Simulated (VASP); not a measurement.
# Li2Se (Fm-3m) in VASP: notebook

Li2Se is run at these levels: PBE-based screened hybrid with 20 % exact exchange, PBE-based screened hybrid with 10 % exact exchange; tasks: single point.

All numbers are computed with VASP 6.6.1; they aren't measurements. Logs are shortened: lines on timing, memory, paths and dates and some standing lists are left out, and cuts for length are marked.

### 1 The cell of the first run

The structure is cubic, space group Fm-3m (No. 225). Conventional cell: a = 6.005 Å, b = 6.005 Å, c = 6.005 Å, α = 90.00°, β = 90.00°, γ = 90.00°. Li (site symmetry -43m) has 4 Se at 2.60 Å and 6 Li at 3.00 Å within 3.4 Å. Se (site symmetry m-3m) has 8 Li at 2.60 Å within 3.4 Å.

### 2 Single point, PBE-based screened hybrid with 20 % exact exchange

Input file POSCAR:

```
Li2Se
1.0
    0.0000000000      3.0024997683      3.0024997683
    3.0024997683      0.0000000000      3.0024997683
    3.0024997683      3.0024997683      0.0000000000
Li Se
2 1
Direct
    0.2500000000      0.2500000000      0.2500000000
    0.7500000000      0.7500000000      0.7500000000
    0.0000000000      0.0000000000      0.0000000000
```

Input file INCAR.step1:

```
PREC = Accurate
ENCUT = 650
EDIFF = 1E-5
ISMEAR = 0
SIGMA = 0.05
LREAL = False
LASPH = True
NELM = 120
ALGO = Normal
ISIF = 2
LWAVE = True
LCHARG = False
NBANDS = 13
GGA = PE
GGA_COMPAT = False
```

Input file INCAR.step2:

```
PREC = Accurate
ENCUT = 650
EDIFF = 1E-6
ISMEAR = 0
SIGMA = 0.05
LREAL = False
LASPH = True
NELM = 120
ALGO = Normal
ISIF = 2
LWAVE = False
LCHARG = False
GGA = PE
LHFCALC = True
AEXX = 0.2
HFSCREEN = 0.20787
PRECFOCK = Normal
NBANDS = 13
ISTART = 1
GGA_COMPAT = False
```

Input file KPOINTS:

```
regular mesh
0
Gamma
  4 4 4
```

Potentials or basis: VASP PAW PBE potentials, release 64 (Li_sv, Se).

Run with:

```console
$ cat potpaw_PBE.64/Li_sv/POTCAR potpaw_PBE.64/Se/POTCAR > POTCAR
$ cp INCAR.step1 INCAR
$ mpirun -np 1 vasp_std > vasp.out
$ cp INCAR.step2 INCAR
$ mpirun -np 1 vasp_std > vasp.out
```

OUTCAR:

```text
PREC = Accurate
   ENCUT = 650
   EDIFF = 1E-6
   ISMEAR = 0
   LREAL = False
   LASPH = True
   NELM = 120
   ISIF = 2
   GGA = PE
   LHFCALC = True
   AEXX = 0.2
   HFSCREEN = 0.20787
   PRECFOCK = Normal
   ISTART = 1

 ion  position               nearest neighbor table
   1  0.250  0.250  0.250-   3 2.60   3 2.60   3 2.60   3 2.60
   2  0.750  0.750  0.750-   3 2.60   3 2.60   3 2.60   3 2.60
   3  0.000  0.000  0.000-   2 2.60   2 2.60   2 2.60   1 2.60   2 2.60   1 2.60   1 2.60   1 2.60

  LATTYP: Found a face centered cubic cell.
 ALAT       =     6.0049995366

  Lattice vectors:

 A1 = (   0.0000000000,   3.0024997683,   3.0024997683)
 A2 = (   3.0024997683,   0.0000000000,   3.0024997683)
 A3 = (   3.0024997683,   3.0024997683,   0.0000000000)

Analysis of symmetry for initial positions (statically):
=====================================================================
 Subroutine PRICEL returns:
 Original cell was already a primitive cell.

 Routine SETGRP: Setting up the symmetry group for a
 face centered cubic supercell.

 Subroutine GETGRP returns: Found 48 space group operations
 (whereof 48 operations were pure point group operations)
 out of a pool of 48 trial point group operations.

The static configuration has the point symmetry O_h .

Analysis of symmetry for dynamics (positions and initial velocities):
=====================================================================
 Subroutine PRICEL returns:
 Original cell was already a primitive cell.

 Routine SETGRP: Setting up the symmetry group for a
 face centered cubic supercell.

 Subroutine GETGRP returns: Found 48 space group operations
 (whereof 48 operations were pure point group operations)
 out of a pool of 48 trial point group operations.

The dynamic configuration has the point symmetry O_h .

 Subroutine INISYM returns: Found 48 space group operations
 (whereof 48 operations are pure point group operations),
 and found     1 'primitive' translations

----------------------------------------------------------------------------------------

                                     Primitive cell

  volume of cell :      54.1351

  direct lattice vectors                    reciprocal lattice vectors
     0.000000000  3.002499768  3.002499768    -0.166527906  0.166527906  0.166527906
     3.002499768  0.000000000  3.002499768     0.166527906 -0.166527906  0.166527906
     3.002499768  3.002499768  0.000000000     0.166527906  0.166527906 -0.166527906

  length of vectors
     4.246175893  4.246175893  4.246175893     0.288434795  0.288434795  0.288434795

  position of ions in fractional coordinates (direct lattice)
     0.250000000  0.250000000  0.250000000
     0.750000000  0.750000000  0.750000000
     0.000000000  0.000000000  0.000000000

  ion indices of the primitive-cell ions
   primitive index   ion index
                 1           1
                 2           2
                 3           3

----------------------------------------------------------------------------------------

 KPOINTS: regular mesh

Automatic generation of k-mesh.
 Grid dimensions read from file:
 generate k-points for:    4    4    4

 Generating k-lattice:

  Cartesian coordinates                     Fractional coordinates (reciprocal lattice)
    -0.041631977  0.041631977  0.041631977     0.250000000  0.000000000  0.000000000
     0.041631977 -0.041631977  0.041631977     0.000000000  0.250000000  0.000000000
     0.041631977  0.041631977 -0.041631977     0.000000000  0.000000000  0.250000000

  Length of vectors
     0.072108699  0.072108699  0.072108699

  Shift w.r.t. Gamma in fractional coordinates (k-lattice)
     0.000000000  0.000000000  0.000000000

 Subroutine IBZKPT returns following result:
 ===========================================

 Found      8 irreducible k-points:

 Following reciprocal coordinates:
            Coordinates               Weight
  0.000000  0.000000  0.000000      1.000000
  0.250000  0.000000  0.000000      8.000000
  0.500000  0.000000  0.000000      4.000000
  0.250000  0.250000  0.000000      6.000000
  0.500000  0.250000  0.000000     24.000000
 -0.250000  0.250000  0.000000     12.000000
  0.500000  0.500000  0.000000      3.000000
 -0.250000  0.500000  0.250000      6.000000
   k-points           NKPTS =      8   k-points in BZ     NKDIM =     64   number of bands    NBANDS=     13
   number of dos      NEDOS =    301   number of ions     NIONS =      3
   total plane-waves  NPLWV =  46656
   dimension x,y,z NGX =    36 NGY =   36 NGZ =   36
   dimension x,y,z NGXF=    72 NGYF=   72 NGZF=   72
   ions per type =               2   1
   NGX,Y,Z   is equivalent  to a cutoff of  14.09, 14.09, 14.09 a.u.
   NGXF,Y,Z  is equivalent  to a cutoff of  28.19, 28.19, 28.19 a.u.
 SYSTEM =  unknown system
   PREC   = accura    normal or accurate (medium, high low for compatibility)
   ISTART =      1    job   : 0-new  1-cont  2-samecut
   ICHARG =      0    charge: 1-file 2-atom 10-const
   ISPIN  =      1    spin polarized calculation?
   LNONCOLLINEAR =      F non collinear calculations
   LSORBIT =      F    spin-orbit coupling
   LASPH  =      T    aspherical Exc in radial PAW
   ENCUT  =  650.0 eV  47.77 Ry    6.91 a.u.   8.83  8.83  8.83*2*pi/ulx,y,z
   NELM   =    120;   NELMIN=  2; NELMDL=  0     # of ELM steps
   EDIFF  = 0.1E-05   stopping-criterion for ELM
   LREAL  =      F    real-space projection
   EDIFFG = 0.1E-04   stopping-criterion for IOM
   NSW    =      0    number of steps for IOM
   IBRION =     -1    ionic relax: 0-MD 1-quasi-New 2-CG
   NFREE  =      0    steps in history (QN), initial steepest desc. (CG)
   ISIF   =      2    stress and relaxation
   ISYM   =      3    0-nonsym 1-usesym 2-fastsym
   POTIM  = 0.5000    time-step for ionic-motion
   TEBEG  =    0.0;   TEEND  =   0.0 temperature during run
   PSTRESS=    0.0 pullay stress
   NELECT =      12.0000    total number of electrons
   NUPDOWN=      -1.0000    fix difference up-down
   EMIN   =  10.00;   EMAX   =-10.00  energy-range for DOS
   EFERMI =   0.00;   METHOD = LEGACY
   ISMEAR =     0;   SIGMA  =   0.05  broadening in eV -4-tet -1-fermi 0-gaus
   EFERMI_NEDOS =   21; number of points for ismear=-14 and -15
   IALGO  =     38    algorithm
   IMIX   =      1    mixing-type and parameters
     AMIX     =   0.40;   BMIX     =  1.00
     AMIX_MAG =   1.60;   BMIX_MAG =  1.00
  volume/ion in A,a.u.               =      18.05       121.77
  Fermi-wavevector in a.u.,A,eV,Ry     =   0.990776  1.872296 13.355991  0.981638
  Thomas-Fermi vector in A             =   2.122471
   LORBIT       =      0    0 simple, 1 ext, 2 COOP (PROOUT), +10 PAW based schemes
   GGA     = PE    functional components
   LHFCALC =     T    Hartree Fock is set to
   PRECFOCK=normal    Normal, Fast or Accurate (Low or Medium for compatibility)
   ENCUT4O =  -1.0   cutoff for four orbital integrals eV
   NKREDX  =     1    reduce k-point grid by
   NKREDY  =     1    reduce k-point grid by
   NKREDZ  =     1    reduce k-point grid by
   AEXX    =    0.2000 exact exchange contribution
   HFSCREEN=    0.2079 screening length (either q_TF or 0.3 A-1)
   HFSCREENC=   0.2079 screening length for correlation (either q_TF or 0.3 A-1)
   ENCUTFOCK=  -1.0 apply spherical cutoff to Coloumb kernel
   IVDW    =     0    specifies the selected vdW correction
   LEPSILON=     F    determine dielectric tensor
   LRPA    =     F    only Hartree local field effects (RPA)
 non-spin polarized calculation
 Gauss-broadening in eV      SIGMA  =   0.05
  energy-cutoff  :      650.00
  volume of cell :       54.14
 maximum number of plane-waves:      2085
  NGX = 28; NGY = 28; NGZ = 28

 number of electron      11.9999992 magnetization

 Free energy of the ion-electron system (eV)
  ---------------------------------------------------
  ext. energy  EPLUGINS =         0.00000000
  ---------------------------------------------------
  free energy    TOTEN  =       -12.26133668 eV

  energy without entropy =      -12.26133668  energy(sigma->0) =      -12.26133668

 E-fermi :   0.7106     XC(G=0):  -7.1836

 val. band max:        0.4814901600   @ k =   0.0000   0.0000   0.0000
 cond. band min:       4.1383303307   @ k =   0.5000   0.5000   0.0000
 fundamental gap:      3.6568401707
 Fermi energy:         0.7105565813

 k-point     1 :       0.0000    0.0000    0.0000
  band No.  band energies     occupation
      1     -46.6845      2.00000
      2     -46.6600      2.00000
      3     -11.7628      2.00000
      4       0.4815      2.00000
      5       0.4815      2.00000
      6       0.4815      2.00000
      7       4.6362      0.00000
      8       6.9325      0.00000
      9       6.9325      0.00000
     10       6.9325      0.00000
     11      11.9978      0.00000
     12      11.9978      0.00000
     13      12.3673      0.00000

 k-point     2 :       0.2500    0.0000    0.0000
  band No.  band energies     occupation
      1     -46.6806      2.00000
      2     -46.6631      2.00000
      3     -11.5675      2.00000
      4      -1.3730      2.00000
      5       0.1778      2.00000
      6       0.1778      2.00000
      7       5.8146      0.00000
      8       7.4870      0.00000
      9       7.4870      0.00000
     10       8.2347      0.00000
     11      10.4231      0.00000
     12      10.4231      0.00000
     13      12.8221      0.00000
[... 65 lines left out ...]
 k-point     7 :       0.5000    0.5000    0.0000
  band No.  band energies     occupation
      1     -46.6757      2.00000
      2     -46.6671      2.00000
      3     -11.2220      2.00000
      4      -1.9754      2.00000
      5      -1.0404      2.00000
      6      -1.0404      2.00000
      7       4.1383      0.00000
      8       7.4666      0.00000
      9      11.8377      0.00000
     10      11.8377      0.00000
     11      12.9903      0.00000
     12      13.3158      0.00000
     13      13.3158      0.00000

 k-point     8 :      -0.2500    0.5000    0.2500
  band No.  band energies     occupation
      1     -46.6714      2.00000
      2     -46.6714      2.00000
      3     -11.2141      2.00000
      4      -1.5533      2.00000
      5      -1.5533      2.00000
      6      -1.3530      2.00000
      7       6.3580      0.00000
      8       7.7614      0.00000
      9       9.4230      0.00000
     10       9.4230      0.00000
     11      12.6222      0.00000
     12      12.6222      0.00000
     13      13.5558      0.00000

------------------------ aborting loop because EDIFF is reached ----------------------------------------

  FORCE on cell =-STRESS in cart. coord.  units (eV):
  Direction    XX          YY          ZZ          XY          YZ          ZX
  --------------------------------------------------------------------------------------
  -------------------------------------------------------------------------------------
  Total       -0.2141035     -0.2141035     -0.2141035     -0.0000000     -0.0000000      0.0000000
  in kB       -6.3365877     -6.3365877     -6.3365877     -0.0000000     -0.0000000      0.0000000
  external PRESSURE =      -6.3365877 kB  Pullay stress =       0.0000000 kB

 VOLUME and BASIS-vectors are now :
 -----------------------------------------------------------------------------
  energy-cutoff  :      650.00
  volume of cell :       54.14
      direct lattice vectors                 reciprocal lattice vectors
     0.000000000  3.002499768  3.002499768    -0.166527906  0.166527906  0.166527906
     3.002499768  0.000000000  3.002499768     0.166527906 -0.166527906  0.166527906
     3.002499768  3.002499768  0.000000000     0.166527906  0.166527906 -0.166527906

 POSITION                                       TOTAL-FORCE (eV/Angst)
 -----------------------------------------------------------------------------------
      1.50125      1.50125      1.50125        -0.000000     -0.000000     -0.000000
      4.50375      4.50375      4.50375         0.000000      0.000000      0.000000
      0.00000      0.00000      0.00000        -0.000000     -0.000000     -0.000000
 -----------------------------------------------------------------------------------
    total drift:                               -0.000000     -0.000000     -0.000000

  FREE ENERGIE OF THE ION-ELECTRON SYSTEM (eV)
  ---------------------------------------------------
  free  energy   TOTEN  =       -12.2613366811 eV

  energy  without entropy=      -12.2613366811  energy(sigma->0) =      -12.26133668
```

Run time: 9.5 min. Hardware: 1 thread of Oxide Virtual Turin-like, shared host; peak memory 0.28 GiB.

What came out:

| Property | Result |
| --- | --- |
| Free energy | -12.2613 eV |
| Pressure | -0.6 GPa |
| Band gap on the k mesh | 3.66 eV (least direct gap 4.15 eV) |

Levels at points of the mesh, in eV from the valence-band top:
```
           k point  band 2  band 3  band 4  band 5  band 6  band 7  band 8  band 9  band 10  band 11
(0.00, 0.00, 0.00)  -47.14  -12.24    0.00    0.00    0.00    4.15    6.45    6.45     6.45    11.52
(0.50, 0.00, 0.00)  -47.15  -11.83   -3.11   -0.56   -0.56    5.94    6.78    6.78     8.81    12.55
(0.50, 0.50, 0.00)  -47.15  -11.70   -2.46   -1.52   -1.52    3.66    6.99   11.36    11.36    12.51
```

Caveat: the k points lie up to 0.45 Å⁻¹ apart; the PAW data sets were made with another functional, which shifts forces and pressure a little.

### 3 Single point, PBE-based screened hybrid with 10 % exact exchange

POSCAR is that of step 2.

Input file INCAR.step1:

```
SYSTEM = Li2Se
PREC = Accurate
ENCUT = 650
EDIFF = 1E-5
ISMEAR = 0
SIGMA = 0.05
LREAL = .FALSE.
LASPH = .TRUE.
NELM = 120
ALGO = Normal
ISIF = 2
LWAVE = .TRUE.
LCHARG = .FALSE.
NBANDS = 13
GGA = PE
GGA_COMPAT = .FALSE.
```

Input file INCAR.step2:

```
SYSTEM = Li2Se
PREC = Accurate
ENCUT = 650
EDIFF = 1E-6
ISMEAR = 0
SIGMA = 0.05
LREAL = .FALSE.
LASPH = .TRUE.
NELM = 120
ALGO = Normal
ISIF = 2
LWAVE = .FALSE.
LCHARG = .FALSE.
GGA = PE
LHFCALC = .TRUE.
AEXX = 0.1
HFSCREEN = 0.20787
PRECFOCK = Normal
NBANDS = 13
ISTART = 1
GGA_COMPAT = .FALSE.
```

Input file KPOINTS:

```
regular mesh
0
G
  4 4 4
  0 0 0
```

Potentials or basis: VASP PAW PBE potentials, release 64 (Li_sv, Se).

Run with:

```console
$ cat potpaw_PBE.64/Li_sv/POTCAR potpaw_PBE.64/Se/POTCAR > POTCAR
$ cp INCAR.step1 INCAR
$ mpirun -np 1 vasp_std > vasp.out
$ cp INCAR.step2 INCAR
$ mpirun -np 1 vasp_std > vasp.out
```

Run time: 6.9 min. Hardware: 1 thread of Oxide Virtual Turin-like, shared host; peak memory 0.29 GiB.

The run converged. Its results:

* Free energy: -11.6847 eV
* Pressure: -0.3 GPa
* Band gap on the k mesh: 3.31 eV (least direct gap 3.77 eV)

Levels at points of the mesh, in eV from the valence-band top:
| k point | band 4 | band 5 | band 6 | band 7 | band 8 | band 9 |
| --- | --- | --- | --- | --- | --- | --- |
| (0.00, 0.00, 0.00) | 0.00 | 0.00 | 0.00 | 3.77 | 6.03 | 6.03 |
| (0.50, 0.00, 0.00) | -3.01 | -0.54 | -0.54 | 5.52 | 6.36 | 6.36 |
| (0.50, 0.50, 0.00) | -2.37 | -1.48 | -1.48 | 3.31 | 6.57 | 10.83 |

Caveat: the k points lie up to 0.45 Å⁻¹ apart; the PAW data sets were made with another functional, which shifts forces and pressure a little. A k mesh can miss the band edges.
